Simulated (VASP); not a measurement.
# WC (Fm-3m) in VASP: notebook

The runs below take WC through single point, with PBE0, revPBE+D4.

All numbers are computed with VASP 6.6.1; they aren't measurements. Logs are shortened: lines on timing, memory, paths and dates and some standing lists are left out, and cuts for length are marked.

### 1 The cell of the first run

Symmetry: Fm-3m, No. 225, cubic system. The conventional cell has a = 4.326 Å, b = 4.326 Å, c = 4.326 Å, α = 90.00°, β = 90.00°, γ = 90.00°. W (site symmetry m-3m) has 6 C at 2.16 Å within 2.9 Å. Within 2.9 Å of C (site symmetry m-3m) lie 6 W at 2.16 Å.

### 2 Single point, PBE0

POSCAR

```
WC
1.0
    0.0000000000      2.1630495024      2.1630495024
    2.1630495024      0.0000000000      2.1630495024
    2.1630495024      2.1630495024      0.0000000000
W C
1 1
Direct
    0.0000000000      0.0000000000      0.0000000000
    0.5000000000      0.5000000000      0.5000000000
```

INCAR.step1

```
SYSTEM = WC
PREC     = Accurate       ! precision mode
ENCUT    = 520            ! plane-wave cutoff, eV
EDIFF    = 1E-5           ! SCF threshold, eV
ISMEAR   = -1             ! smearing method
SIGMA    = 0.05           ! smearing width, eV
LREAL    = .False.        ! projectors in reciprocal space
LASPH    = .True.         ! aspherical terms in the spheres
NELM     = 100            ! most SCF steps
ALGO     = Normal         ! electronic algorithm
ISIF     = 2              ! what is computed and relaxed
LWAVE    = .True.         ! write WAVECAR
LCHARG   = .False.        ! write CHGCAR
NBANDS   = 16             ! bands
GGA      = PE             ! functional
```

INCAR.step2

```
SYSTEM = WC
PREC     = Accurate       ! precision mode
ENCUT    = 520            ! plane-wave cutoff, eV
EDIFF    = 1E-7           ! SCF threshold, eV
ISMEAR   = -1             ! smearing method
SIGMA    = 0.05           ! smearing width, eV
LREAL    = .False.        ! projectors in reciprocal space
LASPH    = .True.         ! aspherical terms in the spheres
NELM     = 100            ! most SCF steps
ALGO     = Normal         ! electronic algorithm
ISIF     = 2              ! what is computed and relaxed
LWAVE    = .False.        ! write WAVECAR
LCHARG   = .False.        ! write CHGCAR
GGA      = PE             ! functional
LHFCALC  = .True.         ! exact exchange
AEXX     = 0.25           ! exact-exchange fraction
PRECFOCK = Normal       
NBANDS   = 16             ! bands
ISTART   = 1
```

KPOINTS

```
regular mesh
0
Gamma
  6 6 6
  0 0 0
```

Potentials or basis: VASP PAW PBE potentials, release 64 (W_sv, C).

On the command line:

```
> cat potpaw_PBE.64/W_sv/POTCAR potpaw_PBE.64/C/POTCAR > POTCAR
> cp INCAR.step1 INCAR
> mpirun -np 1 vasp_std > vasp.out
> cp INCAR.step2 INCAR
> mpirun -np 1 vasp_std > vasp.out
```

OUTCAR:

```text
SYSTEM = WC
   PREC = Accurate
   ENCUT = 520
   EDIFF = 1E-7
   ISMEAR = -1
   LREAL = .False.
   LASPH = .True.
   NELM = 100
   ISIF = 2
   GGA = PE
   LHFCALC = .True.
   AEXX = 0.25
   PRECFOCK = Normal
   ISTART = 1

 ion  position               nearest neighbor table
   1  0.000  0.000  0.000-   2 2.16   2 2.16   2 2.16   2 2.16   2 2.16   2 2.16
   2  0.500  0.500  0.500-   1 2.16   1 2.16   1 2.16   1 2.16   1 2.16   1 2.16

  LATTYP: Found a face centered cubic cell.
 ALAT       =     4.3260990048

  Lattice vectors:

 A1 = (   0.0000000000,   2.1630495024,   2.1630495024)
 A2 = (   2.1630495024,   0.0000000000,   2.1630495024)
 A3 = (   2.1630495024,   2.1630495024,   0.0000000000)

Analysis of symmetry for initial positions (statically):
=====================================================================
 Subroutine PRICEL returns:
 Original cell was already a primitive cell.

 Routine SETGRP: Setting up the symmetry group for a
 face centered cubic supercell.

 Subroutine GETGRP returns: Found 48 space group operations
 (whereof 48 operations were pure point group operations)
 out of a pool of 48 trial point group operations.

The static configuration has the point symmetry O_h .

Analysis of symmetry for dynamics (positions and initial velocities):
=====================================================================
 Subroutine PRICEL returns:
 Original cell was already a primitive cell.

 Routine SETGRP: Setting up the symmetry group for a
 face centered cubic supercell.

 Subroutine GETGRP returns: Found 48 space group operations
 (whereof 48 operations were pure point group operations)
 out of a pool of 48 trial point group operations.

The dynamic configuration has the point symmetry O_h .

 Subroutine INISYM returns: Found 48 space group operations
 (whereof 48 operations are pure point group operations),
 and found     1 'primitive' translations

----------------------------------------------------------------------------------------

                                     Primitive cell

  volume of cell :      20.2409

  direct lattice vectors                    reciprocal lattice vectors
     0.000000000  2.163049502  2.163049502    -0.231155135  0.231155135  0.231155135
     2.163049502  0.000000000  2.163049502     0.231155135 -0.231155135  0.231155135
     2.163049502  2.163049502  0.000000000     0.231155135  0.231155135 -0.231155135

  length of vectors
     3.059013942  3.059013942  3.059013942     0.400372438  0.400372438  0.400372438
[... 79 lines left out ...]
   ISYM   =      3    0-nonsym 1-usesym 2-fastsym
   POTIM  = 0.5000    time-step for ionic-motion
   TEBEG  =    0.0;   TEEND  =   0.0 temperature during run
   PSTRESS=    0.0 pullay stress
   NELECT =      18.0000    total number of electrons
   NUPDOWN=      -1.0000    fix difference up-down
   EMIN   =  10.00;   EMAX   =-10.00  energy-range for DOS
   EFERMI =   0.00;   METHOD = LEGACY
   ISMEAR =    -1;   SIGMA  =   0.05  broadening in eV -4-tet -1-fermi 0-gaus
   EFERMI_NEDOS =   21; number of points for ismear=-14 and -15
   IALGO  =     38    algorithm
   IMIX   =      1    mixing-type and parameters
     AMIX     =   0.40;   BMIX     =  1.00
     AMIX_MAG =   1.60;   BMIX_MAG =  1.00
  volume/ion in A,a.u.               =      10.12        68.30
  Fermi-wavevector in a.u.,A,eV,Ry     =   1.574306  2.975007 33.721224  2.478440
  Thomas-Fermi vector in A             =   2.675460
   LORBIT       =      0    0 simple, 1 ext, 2 COOP (PROOUT), +10 PAW based schemes
   GGA     = PE    functional components
   LHFCALC =     T    Hartree Fock is set to
   PRECFOCK=normal    Normal, Fast or Accurate (Low or Medium for compatibility)
   ENCUT4O =  -1.0   cutoff for four orbital integrals eV
   NKREDX  =     1    reduce k-point grid by
   NKREDY  =     1    reduce k-point grid by
   NKREDZ  =     1    reduce k-point grid by
   AEXX    =    0.2500 exact exchange contribution
   HFSCREEN=    0.0000 screening length (either q_TF or 0.3 A-1)
   HFSCREENC=   0.0000 screening length for correlation (either q_TF or 0.3 A-1)
   ENCUTFOCK=  -1.0 apply spherical cutoff to Coloumb kernel
   IVDW    =     0    specifies the selected vdW correction
   LEPSILON=     F    determine dielectric tensor
   LRPA    =     F    only Hartree local field effects (RPA)
 non-spin polarized calculation
  energy-cutoff  :      520.00
  volume of cell :       20.24
 maximum number of plane-waves:       556
  NGX = 18; NGY = 18; NGZ = 18

 number of electron      17.9999999 magnetization

 Free energy of the ion-electron system (eV)
  ---------------------------------------------------
  ext. energy  EPLUGINS =         0.00000000
  ---------------------------------------------------
  free energy    TOTEN  =       -26.48421249 eV

  energy without entropy =      -26.47751894  energy(sigma->0) =      -26.48086571

 E-fermi :  12.8654     XC(G=0): -10.9322

 val. band max:       12.8077816624   @ k =  -0.3333   0.1667   0.0000
 cond. band min:      13.6644985306   @ k =  -0.3333   0.3333   0.1667
 fundamental gap:      0.8567168682
 Fermi energy:        12.8653534812

 k-point     1 :       0.0000    0.0000    0.0000
  band No.  band energies     occupation
      1     -67.0764      2.00000
      2     -29.5542      2.00000
      3     -29.5542      2.00000
      4     -29.5542      2.00000
      5      -5.6166      2.00000
      6       9.2771      2.00000
[... 281 lines left out ...]
      3     -29.9626      2.00000
      4     -29.8523      2.00000
      5      -2.4584      2.00000
      6       5.3894      2.00000
[... 8 lines left out ...]
     15      26.7593      0.00000
     16      29.3477      0.00000

------------------------ aborting loop because EDIFF is reached ----------------------------------------

  FORCE on cell =-STRESS in cart. coord.  units (eV):
  Direction    XX          YY          ZZ          XY          YZ          ZX
  --------------------------------------------------------------------------------------
  -------------------------------------------------------------------------------------
  Total        0.7738027      0.7738027      0.7738027     -0.0000000     -0.0000000      0.0000000
  in kB       61.2507567     61.2507567     61.2507567     -0.0000000     -0.0000000      0.0000000
  external PRESSURE =      61.2507567 kB  Pullay stress =       0.0000000 kB

 VOLUME and BASIS-vectors are now :
 -----------------------------------------------------------------------------
  energy-cutoff  :      520.00
  volume of cell :       20.24
      direct lattice vectors                 reciprocal lattice vectors
     0.000000000  2.163049502  2.163049502    -0.231155135  0.231155135  0.231155135
     2.163049502  0.000000000  2.163049502     0.231155135 -0.231155135  0.231155135
     2.163049502  2.163049502  0.000000000     0.231155135  0.231155135 -0.231155135

 POSITION                                       TOTAL-FORCE (eV/Angst)
 -----------------------------------------------------------------------------------
      0.00000      0.00000      0.00000         0.000000     -0.000000      0.000000
      2.16305      2.16305      2.16305        -0.000000      0.000000     -0.000000
 -----------------------------------------------------------------------------------
    total drift:                               -0.000000     -0.000000     -0.000000

  FREE ENERGIE OF THE ION-ELECTRON SYSTEM (eV)
  ---------------------------------------------------
  free  energy   TOTEN  =       -26.4842124905 eV

  energy  without entropy=      -26.4775189354  energy(sigma->0) =      -26.48086571
```

OUTCAR.step1:

```text
SYSTEM = WC
   PREC = Accurate
   ENCUT = 520
   EDIFF = 1E-5
   ISMEAR = -1
   LREAL = .False.
[... 514 lines left out ...]
      0.00000      0.00000      0.00000         0.000000      0.000000      0.000000
      2.16305      2.16305      2.16305        -0.000000     -0.000000     -0.000000
 -----------------------------------------------------------------------------------
    total drift:                                0.000000     -0.000000     -0.000000

  FREE ENERGIE OF THE ION-ELECTRON SYSTEM (eV)
  ---------------------------------------------------
  free  energy   TOTEN  =       -21.4600864155 eV

  energy  without entropy=      -21.4510753602  energy(sigma->0) =      -21.45558089
```

Run time: 29 min. Hardware: 1 thread of Intel Xeon Platinum 8488C (Sapphire Rapids), shared host; peak memory 0.16 GiB.

What came out:

```yaml
Free_energy: -26.4842 eV
Pressure: 6.1 GPa
Band_gap_on_the_k_mesh: zero (bands 9 and 10 overlap by 4.22 eV)
```

Levels at points of the mesh, in eV from the Fermi level:
| k point | band 6 | band 7 | band 8 | band 9 | band 10 | band 11 | band 12 | band 13 |
| --- | --- | --- | --- | --- | --- | --- | --- | --- |
| (0.00, 0.00, 0.00) | -3.59 | -3.59 | -3.59 | -1.56 | -1.56 | -1.56 | -1.15 | -1.15 |
| (0.50, 0.00, 0.00) | -11.77 | -8.12 | -8.12 | 1.87 | 1.87 | 3.64 | 5.92 | 10.95 |
| (0.50, 0.50, 0.00) | -7.17 | -6.91 | -3.37 | -3.37 | 1.80 | 3.53 | 3.53 | 7.19 |

Caveat: the k points lie up to 0.42 Å⁻¹ apart, too coarse for converged energies and pressures of a metal; the PAW data sets were made with another functional, which shifts forces and pressure a little; spin-orbit coupling is left out, which moves the levels of the heavy elements.

### 3 Single point, revPBE+D4

This run uses another cell than the first one, of 10.22 Å³/atom.

INCAR

```
PREC     = Accurate       # precision mode
ENCUT    = 520            # plane-wave cutoff, eV
EDIFF    = 1E-6           # SCF threshold, eV
ISMEAR   = -1             # smearing method
SIGMA    = 0.05           # smearing width, eV
LREAL    = False          # projectors in reciprocal space
LASPH    = True           # aspherical terms in the spheres
NELM     = 60             # most SCF steps
ALGO     = Normal         # electronic algorithm
ISIF     = 2              # what is computed and relaxed
LWAVE    = False          # write WAVECAR
LCHARG   = False          # write CHGCAR
GGA      = RE             # functional
IVDW     = 13             # dispersion correction
NBANDS   = 16             # bands
```

KPOINTS

```
Automatic mesh
0
Gamma
  10 10 10
```

POSCAR

```
WC
1.0
    0.0000000000      2.1704025496      2.1704025496
    2.1704025496      0.0000000000      2.1704025496
    2.1704025496      2.1704025496      0.0000000000
W C
1 1
Direct
    0.0000000000      0.0000000000      0.0000000000
    0.5000000000      0.5000000000      0.5000000000
```

Potentials or basis: VASP PAW PBE potentials, release 64 (W_sv, C).

On the command line:

```
> cat potpaw_PBE.64/W_sv/POTCAR potpaw_PBE.64/C/POTCAR > POTCAR
> mpirun -np 1 vasp_std > vasp.out
```

Run time: 15 s. Hardware: 1 thread of Intel Xeon 8259CL, shared host; peak memory 0.15 GiB.

The run converged. Its results:

```
Free energy                : -22.3430 eV
Pressure                   : 1.0 GPa
Band gap on the k mesh     : zero (bands 9 and 10 overlap by 3.34 eV)
Dispersion energy per atom : -0.829 eV
```

Levels at points of the mesh, in eV from the Fermi level:
```
           k point  band 6  band 7  band 8  band 9  band 10  band 11  band 12  band 13
(0.00, 0.00, 0.00)   -2.91   -2.91   -2.91   -1.18    -1.18    -1.18    -1.04    -1.04
(0.50, 0.00, 0.00)  -10.12   -6.86   -6.86    1.06     1.06     2.41     4.89     9.08
(0.50, 0.50, 0.00)   -6.06   -5.74   -2.62   -2.62     0.86     2.35     2.35     5.70
```

Caveat: the PAW data sets were made with another functional, which shifts forces and pressure a little; spin-orbit coupling is left out, which moves the levels of the heavy elements.

The gap in the log of VASP goes by the Fermi energy; the results here count the filled bands.